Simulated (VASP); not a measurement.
# Sr4O (P-43m) in VASP: further runs

The runs below take Sr4O through single point, with PBE.

Program: VASP 6.6.1. These are calculated values, not measurements. Logs are shortened: lines on timing, memory, paths and dates and some standing lists are left out, and cuts for length are marked.

## (1) The cell of the first run

The structure is cubic, space group P-43m (No. 215). The conventional cell has a = 5.936 Å, b = 5.936 Å, c = 5.936 Å, α = 90.00°, β = 90.00°, γ = 90.00°. Sr (site symmetry 3m) has 1 O at 2.57 Å within 3.4 Å. O (site symmetry -43m) has 4 Sr at 2.57 Å within 3.4 Å.

## (2) Single point, PBE

The input, INCAR:

```
PREC = Accurate ; ENCUT = 520
EDIFF = 1E-6 ; ISMEAR = 0
SIGMA = 0.1 ; LREAL = False
LASPH = True ; NELM = 80
ALGO = Normal ; ISIF = 2
LWAVE = False ; LCHARG = False
GGA = PE ; NBANDS = 31
```

The input, KPOINTS:

```
regular mesh
0
Gamma
  4 4 4
```

The input, POSCAR:

```
Sr4O
1.0
    5.9363154700      0.0000000000      0.0000000000
    0.0000000000      5.9363154700      0.0000000000
    0.0000000000      0.0000000000      5.9363154700
Sr O
4 1
Direct
    0.2500000000      0.2500000000      0.2500000000
    0.7500000000      0.7500000000      0.2500000000
    0.7500000000      0.2500000000      0.7500000000
    0.2500000000      0.7500000000      0.7500000000
    0.0000000000      0.0000000000      0.0000000000
```

Potentials or basis: VASP PAW PBE potentials, release 64 (Sr_sv, O).

Run with:

```sh
$ cat potpaw_PBE.64/Sr_sv/POTCAR potpaw_PBE.64/O/POTCAR > POTCAR
$ mpirun -np 1 vasp_std > vasp.out
```

OUTCAR:

```text
PREC = Accurate
   ENCUT = 520
   EDIFF = 1E-6
   ISMEAR = 0
   LREAL = False
   LASPH = True
   NELM = 80
   ISIF = 2
   GGA = PE

 ion  position               nearest neighbor table
   1  0.250  0.250  0.250-   5 2.57   3 4.20   4 4.20   2 4.20   3 4.20   4 4.20   2 4.20   4 4.20
                             4 4.20   2 4.20   3 4.20   3 4.20   2 4.20
   2  0.750  0.750  0.250-   5 2.57   3 4.20   4 4.20   1 4.20   3 4.20   4 4.20   1 4.20   3 4.20
                             3 4.20   1 4.20   4 4.20   4 4.20   1 4.20
   3  0.750  0.250  0.750-   5 2.57   2 4.20   4 4.20   1 4.20   1 4.20   2 4.20   2 4.20   4 4.20
                             2 4.20   1 4.20   4 4.20   1 4.20   4 4.20
   4  0.250  0.750  0.750-   5 2.57   2 4.20   3 4.20   1 4.20   1 4.20   2 4.20   1 4.20   3 4.20
                             1 4.20   2 4.20   3 4.20   2 4.20   3 4.20
   5  0.000  0.000  0.000-   1 2.57   2 2.57   3 2.57   4 2.57

  LATTYP: Found a simple cubic cell.
 ALAT       =     5.9363154700

  Lattice vectors:

 A1 = (   5.9363154700,   0.0000000000,   0.0000000000)
 A2 = (   0.0000000000,   5.9363154700,   0.0000000000)
 A3 = (   0.0000000000,   0.0000000000,   5.9363154700)

Analysis of symmetry for initial positions (statically):
=====================================================================
 Subroutine PRICEL returns:
 Original cell was already a primitive cell.

 Routine SETGRP: Setting up the symmetry group for a
 simple cubic supercell.

 Subroutine GETGRP returns: Found 24 space group operations
 (whereof 24 operations were pure point group operations)
 out of a pool of 48 trial point group operations.

The static configuration has the point symmetry T_d .

Analysis of symmetry for dynamics (positions and initial velocities):
=====================================================================
 Subroutine PRICEL returns:
 Original cell was already a primitive cell.

 Routine SETGRP: Setting up the symmetry group for a
 simple cubic supercell.

 Subroutine GETGRP returns: Found 24 space group operations
 (whereof 24 operations were pure point group operations)
 out of a pool of 48 trial point group operations.

The dynamic configuration has the point symmetry T_d .

 Subroutine INISYM returns: Found 24 space group operations
 (whereof 24 operations are pure point group operations),
 and found     1 'primitive' translations

----------------------------------------------------------------------------------------

                                     Primitive cell

  volume of cell :     209.1948

  direct lattice vectors                    reciprocal lattice vectors
     5.936315470  0.000000000  0.000000000     0.168454659  0.000000000  0.000000000
     0.000000000  5.936315470  0.000000000     0.000000000  0.168454659  0.000000000
     0.000000000  0.000000000  5.936315470     0.000000000  0.000000000  0.168454659

  length of vectors
     5.936315470  5.936315470  5.936315470     0.168454659  0.168454659  0.168454659

  position of ions in fractional coordinates (direct lattice)
     0.250000000  0.250000000  0.250000000
     0.750000000  0.750000000  0.250000000
     0.750000000  0.250000000  0.750000000
     0.250000000  0.750000000  0.750000000
     0.000000000  0.000000000  0.000000000

  ion indices of the primitive-cell ions
   primitive index   ion index
                 1           1
                 2           2
                 3           3
                 4           4
                 5           5

----------------------------------------------------------------------------------------

 KPOINTS: regular mesh

Automatic generation of k-mesh.
 Grid dimensions read from file:
 generate k-points for:    4    4    4

 Generating k-lattice:

  Cartesian coordinates                     Fractional coordinates (reciprocal lattice)
     0.042113665  0.000000000  0.000000000     0.250000000  0.000000000  0.000000000
     0.000000000  0.042113665  0.000000000     0.000000000  0.250000000  0.000000000
     0.000000000  0.000000000  0.042113665     0.000000000  0.000000000  0.250000000

  Length of vectors
     0.042113665  0.042113665  0.042113665

  Shift w.r.t. Gamma in fractional coordinates (k-lattice)
     0.000000000  0.000000000  0.000000000

 Subroutine IBZKPT returns following result:
 ===========================================

 Found     10 irreducible k-points:

 Following reciprocal coordinates:
            Coordinates               Weight
  0.000000  0.000000  0.000000      1.000000
  0.250000  0.000000  0.000000      6.000000
  0.500000  0.000000  0.000000      3.000000
  0.250000  0.250000  0.000000     12.000000
  0.500000  0.250000  0.000000     12.000000
  0.500000  0.500000  0.000000      3.000000
  0.250000  0.250000  0.250000      8.000000
  0.500000  0.250000  0.250000     12.000000
  0.500000  0.500000  0.250000      6.000000
  0.500000  0.500000  0.500000      1.000000
   k-points           NKPTS =     10   k-points in BZ     NKDIM =     10   number of bands    NBANDS=     31
   number of dos      NEDOS =    301   number of ions     NIONS =      5
   total plane-waves  NPLWV = 110592
   dimension x,y,z NGX =    48 NGY =   48 NGZ =   48
   dimension x,y,z NGXF=    96 NGYF=   96 NGZF=   96
   ions per type =               4   1
   NGX,Y,Z   is equivalent  to a cutoff of  13.44, 13.44, 13.44 a.u.
   NGXF,Y,Z  is equivalent  to a cutoff of  26.88, 26.88, 26.88 a.u.
 SYSTEM =  unknown system
   PREC   = accura    normal or accurate (medium, high low for compatibility)
   ISTART =      0    job   : 0-new  1-cont  2-samecut
   ICHARG =      2    charge: 1-file 2-atom 10-const
   ISPIN  =      1    spin polarized calculation?
   LNONCOLLINEAR =      F non collinear calculations
   LSORBIT =      F    spin-orbit coupling
   LASPH  =      T    aspherical Exc in radial PAW
   ENCUT  =  520.0 eV  38.22 Ry    6.18 a.u.  11.04 11.04 11.04*2*pi/ulx,y,z
   NELM   =     80;   NELMIN=  2; NELMDL= -5     # of ELM steps
   EDIFF  = 0.1E-05   stopping-criterion for ELM
   LREAL  =      F    real-space projection
   EDIFFG = 0.1E-04   stopping-criterion for IOM
   NSW    =      0    number of steps for IOM
   IBRION =     -1    ionic relax: 0-MD 1-quasi-New 2-CG
   NFREE  =      0    steps in history (QN), initial steepest desc. (CG)
   ISIF   =      2    stress and relaxation
   ISYM   =      2    0-nonsym 1-usesym 2-fastsym
   POTIM  = 0.5000    time-step for ionic-motion
   TEBEG  =    0.0;   TEEND  =   0.0 temperature during run
   PSTRESS=    0.0 pullay stress
   NELECT =      46.0000    total number of electrons
   NUPDOWN=      -1.0000    fix difference up-down
   EMIN   =  10.00;   EMAX   =-10.00  energy-range for DOS
   EFERMI =   0.00;   METHOD = LEGACY
   ISMEAR =     0;   SIGMA  =   0.10  broadening in eV -4-tet -1-fermi 0-gaus
   EFERMI_NEDOS =   21; number of points for ismear=-14 and -15
   IALGO  =     38    algorithm
   IMIX   =      4    mixing-type and parameters
     AMIX     =   0.40;   BMIX     =  1.00
     AMIX_MAG =   1.60;   BMIX_MAG =  1.00
  volume/ion in A,a.u.               =      41.84       282.34
  Fermi-wavevector in a.u.,A,eV,Ry     =   0.988122  1.867279 13.284520  0.976385
  Thomas-Fermi vector in A             =   2.119625
   LORBIT       =      0    0 simple, 1 ext, 2 COOP (PROOUT), +10 PAW based schemes
   GGA     = PE    functional components
   LHFCALC =     F    Hartree Fock is set to
   AEXX    =    0.0000 exact exchange contribution
   IVDW    =     0    specifies the selected vdW correction
   LEPSILON=     F    determine dielectric tensor
   LRPA    =     F    only Hartree local field effects (RPA)
 non-spin polarized calculation
 Gauss-broadening in eV      SIGMA  =   0.10
  energy-cutoff  :      520.00
  volume of cell :      209.19
 maximum number of plane-waves:      5660
 NGX is ok and might be reduce to    48
   NGX = 23   NGY = 23   NGZ = 23

 number of electron      45.9999997 magnetization

 Free energy of the ion-electron system (eV)
  ---------------------------------------------------
  ext. energy  EPLUGINS =         0.00000000
  ---------------------------------------------------
  free energy    TOTEN  =       -16.04018774 eV

  energy without entropy =      -16.01808843  energy(sigma->0) =      -16.02913808

 E-fermi :   1.6729     XC(G=0):  -7.6530

 val. band max:        1.6426392325   @ k =   0.5000   0.2500   0.0000
 cond. band min:       1.8452244437   @ k =   0.5000   0.2500   0.2500
 fundamental gap:      0.2025852112
 Fermi energy:         1.6728885094

 k-point     1 :       0.0000    0.0000    0.0000
  band No.  band energies     occupation
      1     -34.3832      2.00000
      2     -34.3578      2.00000
      3     -34.3578      2.00000
      4     -34.3578      2.00000
      5     -16.8706      2.00000
      6     -16.5519      2.00000
[... 23 lines left out ...]
     30       4.9077      0.00000
     31       4.9077      0.00000

 k-point     2 :       0.2500    0.0000    0.0000
  band No.  band energies     occupation
      1     -34.3795      2.00000
      2     -34.3615      2.00000
      3     -34.3578      2.00000
      4     -34.3578      2.00000
      5     -16.8445      2.00000
      6     -16.5320      2.00000
[... 23 lines left out ...]
     30       4.3533      0.00000
     31       4.8570      0.00000

 k-point     3 :       0.5000    0.0000    0.0000
  band No.  band energies     occupation
      1     -34.3710      2.00000
      2     -34.3700      2.00000
      3     -34.3578      2.00000
      4     -34.3578      2.00000
      5     -16.8146      2.00000
      6     -16.4851      2.00000
[... 23 lines left out ...]
     30       4.1067      0.00000
     31       4.5721      0.00000

 k-point     4 :       0.2500    0.2500    0.0000
  band No.  band energies     occupation
      1     -34.3763      2.00000
      2     -34.3611      2.00000
      3     -34.3608      2.00000
      4     -34.3583      2.00000
      5     -16.8316      2.00000
      6     -16.5167      2.00000
[... 159 lines left out ...]
     30       4.1446      0.00000
     31       4.5810      0.00000

 k-point     9 :       0.5000    0.5000    0.2500
  band No.  band energies     occupation
      1     -34.3650      2.00000
      2     -34.3638      2.00000
      3     -34.3638      2.00000
      4     -34.3638      2.00000
      5     -16.8547      2.00000
      6     -16.5342      2.00000
[... 23 lines left out ...]
     30       3.9240      0.00000
     31       4.4481      0.00000

 k-point    10 :       0.5000    0.5000    0.5000
  band No.  band energies     occupation
      1     -34.3650      2.00000
      2     -34.3638      2.00000
      3     -34.3638      2.00000
      4     -34.3638      2.00000
      5     -16.8839      2.00000
      6     -16.5580      2.00000
[... 23 lines left out ...]
     30       4.1881      0.00000
     31       4.3432      0.00000

------------------------ aborting loop because EDIFF is reached ----------------------------------------

  FORCE on cell =-STRESS in cart. coord.  units (eV):
  Direction    XX          YY          ZZ          XY          YZ          ZX
  --------------------------------------------------------------------------------------
  -------------------------------------------------------------------------------------
  Total       -0.8340418     -0.8340418     -0.8340418     -0.0000000      0.0000000     -0.0000000
  in kB       -6.3877434     -6.3877434     -6.3877434     -0.0000000      0.0000000     -0.0000000
  external PRESSURE =      -6.3877434 kB  Pullay stress =       0.0000000 kB

 VOLUME and BASIS-vectors are now :
 -----------------------------------------------------------------------------
  energy-cutoff  :      520.00
  volume of cell :      209.19
      direct lattice vectors                 reciprocal lattice vectors
     5.936315470  0.000000000  0.000000000     0.168454659  0.000000000  0.000000000
     0.000000000  5.936315470  0.000000000     0.000000000  0.168454659  0.000000000
     0.000000000  0.000000000  5.936315470     0.000000000  0.000000000  0.168454659

 POSITION                                       TOTAL-FORCE (eV/Angst)
 -----------------------------------------------------------------------------------
      1.48408      1.48408      1.48408        -0.767760     -0.767760     -0.767760
      4.45224      4.45224      1.48408         0.767760      0.767760     -0.767760
      4.45224      1.48408      4.45224         0.767760     -0.767760      0.767760
      1.48408      4.45224      4.45224        -0.767760      0.767760      0.767760
      0.00000      0.00000      0.00000        -0.000000      0.000000     -0.000000
 -----------------------------------------------------------------------------------
    total drift:                               -0.000000     -0.000000      0.000000

  FREE ENERGIE OF THE ION-ELECTRON SYSTEM (eV)
  ---------------------------------------------------
  free  energy   TOTEN  =       -16.0401877396 eV

  energy  without entropy=      -16.0180884279  energy(sigma->0) =      -16.02913808
```

Run time: 48 s. Hardware: 1 thread of AMD EPYC 9R14 (Zen 4), shared host; peak memory 0.3 GiB.

Results:

```
Free energy            : -16.0402 eV
Pressure               : -0.6 GPa
Band gap on the k mesh : zero (band 23 reaches 2.33 eV, above the bottom of band 24 at 1.40 eV)
```

Levels at points of the mesh, in eV from the Fermi level:
```tsv
k point	band 19	band 20	band 21	band 22	band 23	band 24	band 25	band 26	band 27	band 28
(0.00, 0.00, 0.00)	-2.83	-2.83	-2.83	0.21	0.21	0.21	0.60	0.60	0.91	1.44
(0.50, 0.00, 0.00)	-2.73	-2.73	-1.62	-1.45	0.66	0.66	0.87	0.95	1.03	1.27
(0.50, 0.50, 0.00)	-2.85	-2.78	-1.10	-0.69	-0.69	-0.17	1.13	1.31	1.31	1.55
(0.50, 0.50, 0.50)	-2.82	-2.82	-0.67	-0.67	-0.67	-0.28	0.69	0.69	0.69	2.51
```

(Part 1 of 2 ends here.)
